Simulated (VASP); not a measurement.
# Mg3TiAs3 (Pm-3m) in VASP: further runs, part 2 of 2

VASP 6.6.1. The steps go on from the part before.

## Step 3: Single point, PBE

This run uses another cell than the first one, of 19.84 Å³/atom, 0.828 times its volume.

File INCAR:

```
SYSTEM = Mg3TiAs3
PREC = Accurate
ENCUT = 520
EDIFF = 1E-7
ISMEAR = 0
SIGMA = 0.1
LREAL = .False.
LASPH = .True.
NELM = 100
ALGO = Normal
ISIF = 2
LWAVE = .False.
LCHARG = .False.
GGA = PE
NBANDS = 26
```

File KPOINTS:

```
regular mesh
0
Gamma
  4 4 4
  0 0 0
```

File POSCAR:

```
Mg3TiAs3
1.0
    5.1781892300      0.0000000000      0.0000000000
    0.0000000000      5.1781892300      0.0000000000
    0.0000000000      0.0000000000      5.1781892300
Mg Ti As
3 1 3
Direct
    0.5000000000      0.5000000000      0.0000000000
    0.0000000000      0.5000000000      0.5000000000
    0.5000000000      0.0000000000      0.5000000000
    0.5000000000      0.5000000000      0.5000000000
    0.5000000000      0.0000000000      0.0000000000
    0.0000000000      0.5000000000      0.0000000000
    0.0000000000      0.0000000000      0.5000000000
```

Potentials or basis: VASP PAW PBE potentials, release 64 (Mg, Ti_sv, As).

Command:

```bash
$ cat potpaw_PBE.64/Mg/POTCAR potpaw_PBE.64/Ti_sv/POTCAR potpaw_PBE.64/As/POTCAR > POTCAR
$ mpirun -np 1 vasp_std > vasp.out
```

OUTCAR:

```text
SYSTEM = Mg3TiAs3
   PREC = Accurate
   ENCUT = 520
   EDIFF = 1E-7
   ISMEAR = 0
   LREAL = .False.
   LASPH = .True.
   NELM = 100
   ISIF = 2
   GGA = PE

 ion  position               nearest neighbor table
   1  0.500  0.500  0.000-   4 2.59   5 2.59   6 2.59   4 2.59   5 2.59   6 2.59
   2  0.000  0.500  0.500-   4 2.59   6 2.59   7 2.59   6 2.59   7 2.59   4 2.59
   3  0.500  0.000  0.500-   4 2.59   5 2.59   7 2.59   5 2.59   4 2.59   7 2.59
   4  0.500  0.500  0.500-   1 2.59   2 2.59   3 2.59   1 2.59   3 2.59   2 2.59
   5  0.500  0.000  0.000-   1 2.59   3 2.59   3 2.59   1 2.59
   6  0.000  0.500  0.000-   1 2.59   2 2.59   2 2.59   1 2.59
   7  0.000  0.000  0.500-   2 2.59   3 2.59   2 2.59   3 2.59

  LATTYP: Found a simple cubic cell.
 ALAT       =     5.1781892300

  Lattice vectors:

 A1 = (   5.1781892300,   0.0000000000,   0.0000000000)
 A2 = (   0.0000000000,   5.1781892300,   0.0000000000)
 A3 = (   0.0000000000,   0.0000000000,   5.1781892300)

Analysis of symmetry for initial positions (statically):
=====================================================================
[... 173 lines left out ...]
 Fermi energy:         4.7311929764

 k-point     1 :       0.0000    0.0000    0.0000
  band No.  band energies     occupation
      1     -52.0537      2.00000
      2     -28.4022      2.00000
      3     -28.4022      2.00000
      4     -28.4021      2.00000
      5      -7.4742      2.00000
      6      -5.4136      2.00000
[... 279 lines left out ...]
     25       9.7624      0.00000
     26      10.4973      0.00000

------------------------ aborting loop because EDIFF is reached ----------------------------------------

  FORCE on cell =-STRESS in cart. coord.  units (eV):
  Direction    XX          YY          ZZ          XY          YZ          ZX
  --------------------------------------------------------------------------------------
  -------------------------------------------------------------------------------------
  Total        9.1544960      9.1544960      9.1544960      0.0000000      0.0000000     -0.0000000
  in kB      105.6358357    105.6358357    105.6358357      0.0000000      0.0000000     -0.0000000
  external PRESSURE =     105.6358357 kB  Pullay stress =       0.0000000 kB

 VOLUME and BASIS-vectors are now :
 -----------------------------------------------------------------------------
  energy-cutoff  :      520.00
  volume of cell :      138.85
      direct lattice vectors                 reciprocal lattice vectors
     5.178189230  0.000000000  0.000000000     0.193117701  0.000000000  0.000000000
     0.000000000  5.178189230  0.000000000     0.000000000  0.193117701  0.000000000
     0.000000000  0.000000000  5.178189230     0.000000000  0.000000000  0.193117701

 POSITION                                       TOTAL-FORCE (eV/Angst)
 -----------------------------------------------------------------------------------
      2.58909      2.58909      0.00000         0.000000      0.000000      0.000000
      0.00000      2.58909      2.58909         0.000000      0.000000      0.000000
      2.58909      0.00000      2.58909         0.000000      0.000000      0.000000
      2.58909      2.58909      2.58909         0.000000      0.000000      0.000000
      2.58909      0.00000      0.00000         0.000000      0.000000      0.000000
      0.00000      2.58909      0.00000         0.000000      0.000000      0.000000
      0.00000      0.00000      2.58909         0.000000      0.000000      0.000000
 -----------------------------------------------------------------------------------
    total drift:                                0.000000      0.000000     -0.000000

  FREE ENERGIE OF THE ION-ELECTRON SYSTEM (eV)
  ---------------------------------------------------
  free  energy   TOTEN  =       -21.2288998995 eV

  energy  without entropy=      -21.1807490219  energy(sigma->0) =      -21.20482446
```

stdout:

```text
POSCAR found type information on POSCAR MgTiAs
 POSCAR found :  3 types and       7 ions
 scaLAPACK will be used
 LDA part: xc-table for (Slater+PW92), standard interpolation
 POSCAR, INCAR and KPOINTS ok, starting setup
 FFT: planning ... GRIDC
 FFT: planning ... GRID_SOFT
 FFT: planning ... GRID
 WAVECAR not read
 entering main loop
```

Run time: 32 s. Hardware: 1 thread of AMD EPYC 9R45 (Zen 5), shared host; peak memory 0.22 GiB.

Results:

- Free energy: -21.2289 eV
- Pressure: 10.6 GPa
